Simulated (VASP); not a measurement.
Wanted: the native input for a VASP 6.6.1 run.

* Task: dielectric tensor
* Functional: r2SCAN
* Potentials or basis: VASP PAW PBE potentials, release 64 (Ga_d, N)
* Cutoff: 520 eV
* k mesh: 10 × 10 × 10
* Occupations: gaussian, width 0.01 eV
* Spin: no spin polarisation
* Dipole correction: no
* Further INCAR settings: ALGO = Normal; EDIFF = 1e-08

The structure of GaN lies in POSCAR:

```
GaN
1.0
    0.0000000000      2.2535006075      2.2535006075
    2.2535006075      0.0000000000      2.2535006075
    2.2535006075      2.2535006075      0.0000000000
Ga N
1 1
Direct
    0.0000000000      0.0000000000      0.0000000000
    0.2500000000      0.2500000000      0.2500000000
```

These files were run (other wordings do the same):

INCAR

```
SYSTEM = GaN
PREC = Accurate
ENCUT = 520
EDIFF = 1E-8
ISMEAR = 0
SIGMA = 0.01
LREAL = .False.
LASPH = .True.
NELM = 60
ALGO = Normal
ISIF = 2
LWAVE = .False.
LCHARG = .False.
METAGGA = R2SCAN
LMIXTAU = .True.
LCALCEPS = .True.
```

KPOINTS

```
regular mesh
0
Gamma
  10 10 10
  0 0 0
```

Potentials or basis: VASP PAW PBE potentials, release 64 (Ga_d, N).

Run with:

```console
$ cat potpaw_PBE.64/Ga_d/POTCAR potpaw_PBE.64/N/POTCAR > POTCAR
$ mpirun -np 1 vasp_std > vasp.out
```

It gave:

```json
{
 "Band gap on the k mesh": "2.12 eV",
 "Electronic dielectric tensor (diagonal)": "5.46",
 "Born charges (mean of the diagonal)": "Ga +2.67; N -2.67 e"
}
```

Run time: 50 min on 1 thread of Intel Xeon 8259CL, on a shared host, peak memory 0.47 GiB.
